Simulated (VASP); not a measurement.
Input of a VASP 6.6.1 run:

The input INCAR:

```
SYSTEM = Ge5W
PREC = Accurate
ENCUT = 520
EDIFF = 1E-6
ISMEAR = 0
SIGMA = 0.1
LREAL = .FALSE.
LASPH = .TRUE.
NELM = 60
ALGO = Normal
ISIF = 2
LWAVE = .FALSE.
LCHARG = .FALSE.
GGA = PE
NBANDS = 51
```

The input KPOINTS:

```
Automatic mesh
0
G
  12 12 8
  0 0 0
```

POSCAR

```
Ge5W
1.0
    4.8066923642      0.0000000000      0.0000000000
   -2.4033461821      4.1627176956      0.0000000000
    0.0000000000      0.0000000000      5.2589321594
Ge W
5 1
Direct
    0.6666666667      0.3333333333      0.7403425197
    0.0000000000      0.0000000000      0.0000000000
    0.6666666667      0.3333333333      0.2596574803
    0.3333333333      0.6666666667      0.2596574803
    0.3333333333      0.6666666667      0.7403425197
    0.0000000000      0.0000000000      0.5000000000
```

Potentials or basis: VASP PAW PBE potentials, release 64 (Ge_d, W_sv).

Run with:

```sh
$ cat potpaw_PBE.64/Ge_d/POTCAR potpaw_PBE.64/W_sv/POTCAR > POTCAR
$ mpirun -np 1 vasp_std > vasp.out
```

(1) What does it give for the pressure?

(2) What does it give for the band gap on the k mesh?

Results:

(1) 0.1 GPa.

(2) zero (band 42 reaches 8.93 eV, above the bottom of band 43 at 7.16 eV).

Caveat: spin-orbit coupling is left out, which moves the levels of the heavy elements.
